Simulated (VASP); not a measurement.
A run of VASP 6.6.1 is set up as follows.

File POSCAR:

```
SiC
1.0
    6.1507125031      0.0000000001      0.0000000000
   -3.0753562516      5.3266732790      0.0000000000
    0.0000000000      0.0000000000      5.0481081077
Si C
8 8
Direct
    0.1483153596      0.3195822065      0.0062213406
    0.3252504635      0.1686754477      0.4971799229
    0.1831537011      0.8286674945     -0.0148360531
    0.3439893580      0.6656616267      0.4964467770
    0.6465763856      0.3286820701      0.0035664846
    0.8257194437      0.1780082896      0.5065654193
    0.6761775488      0.8262427165     -0.0007321555
    0.8571235609      0.6848948319      0.4990840026
    0.1592127734      0.3478657134      0.3958302709
    0.3282891299      0.1652956646      0.8834569119
    0.1873710921      0.8393319368      0.3858984313
    0.3480040520      0.6651027413      0.8640193330
    0.6628818318      0.3431828656      0.3743162705
    0.7838895766      0.1426714124      0.8679233698
    0.6823060254      0.8432285527      0.3642572546
    0.8333008278      0.6523520062      0.8751337938
```

INCAR.step1

```
ALGO = Normal ; EDIFF = 1E-4
ENCUT = 520 ; GGA = PE
ISMEAR = -1 ; LASPH = True
LCHARG = False ; LREAL = Auto
LWAVE = True ; NBANDS = 46
NELM = 100 ; PREC = Accurate
SIGMA = 0.086
```

INCAR.step2

```
ALGO = Normal ; EDIFF = 1E-6
ENCUT = 520 ; ISIF = 2
ISMEAR = -1 ; ISTART = 1
LASPH = True ; LCHARG = False
LMIXTAU = True ; LREAL = Auto
LWAVE = False ; METAGGA = R2SCAN
NBANDS = 46 ; NELM = 100
PREC = Accurate ; SIGMA = 0.086
```

File KPOINTS:

```
k-points
0
Gamma
  3 3 4
```

Potentials or basis: VASP PAW PBE potentials, release 64 (Si, C).

The run is started by

```console
$ cat potpaw_PBE.64/Si/POTCAR potpaw_PBE.64/C/POTCAR > POTCAR
$ cp INCAR.step1 INCAR
$ mpirun -np 1 vasp_std > vasp.out
$ cp INCAR.step2 INCAR
$ mpirun -np 1 vasp_std > vasp.out
```

Task: What does it give for the largest force?

Result: 3.633 eV/Å.

Task: Predict the band gap on the k mesh.

Result: 2.50 eV.

Task: What does it give for the pressure?

Result: 1.1 GPa.

Forces on the atoms (eV/Å):
```
Si  -0.583  0.917 -0.515
Si   0.790  0.950  0.757
Si  -1.177 -0.287  1.366
Si   0.603  1.864  0.397
Si   1.456  0.240  0.289
Si  -0.241 -0.998 -0.912
Si  -0.832 -0.215 -0.388
Si  -1.266 -1.555 -0.181
C    0.799 -2.362 -2.030
C   -1.630 -0.696 -0.852
C   -0.821  0.053 -1.583
C   -0.614 -1.416  1.415
C   -0.108  0.213  0.250
C    3.015  1.745  1.033
C   -0.079 -0.077  1.221
C    0.687  1.622 -0.267
```

Caveat: the atoms stand as in a frame of molecular dynamics; the PAW data sets were made with another functional, which shifts forces and pressure a little; an odd mesh through Γ misses points on the zone boundary, where band edges can lie.
